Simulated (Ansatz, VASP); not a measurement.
# Two plane-wave programs on GaN

```
CELL_PARAMETERS angstrom
3.23090 0.00000 0.00000
-1.61545 2.79804 0.00000
0.00000 0.00000 5.14689
ATOMIC_POSITIONS crystal
Ga 0.33333 0.66667 0.99736
Ga 0.66667 0.33333 0.49736
N 0.33333 0.66667 0.37764
N 0.66667 0.33333 0.87764
```

Change from the starting cell: epitaxial_xy strain +1.5%.

Alike in both runs: task single point; functional r2SCAN; k mesh 12 × 12 × 6; no spin polarisation.

|  | VASP | Ansatz |
| --- | --- | --- |
| version | VASP 6.6.1 | Ansatz 0.2.0 |
| potentials or method | VASP PAW PBE potentials, release 64 (Ga_d, N) | plane waves, PAW |
| plane-wave cutoff (eV) | 520 | 500 |
| occupations | gaussian, width 0.01 eV | fixed |
| valence electrons in the cell | 36 | 36 |

|  | VASP | Ansatz | Ansatz less VASP |
| --- | --- | --- | --- |
| gap on the k mesh at the Fermi level (eV) | 2.16 | 2.17 | +0.006 |
| pressure (GPa) | -3.3 | -4.3 | -0.96 |
| traceless stress, the component that is largest in VASP (GPa) | 4.19 | 4.26 | +0.071 |
| rms of the force components (eV/Å) | 0.008 | 0.000 | -0.0082 |

VASP's potentials were made for PBE, not for r2SCAN. Atom by atom the forces differ by 0.008 eV/Å (rms over components).
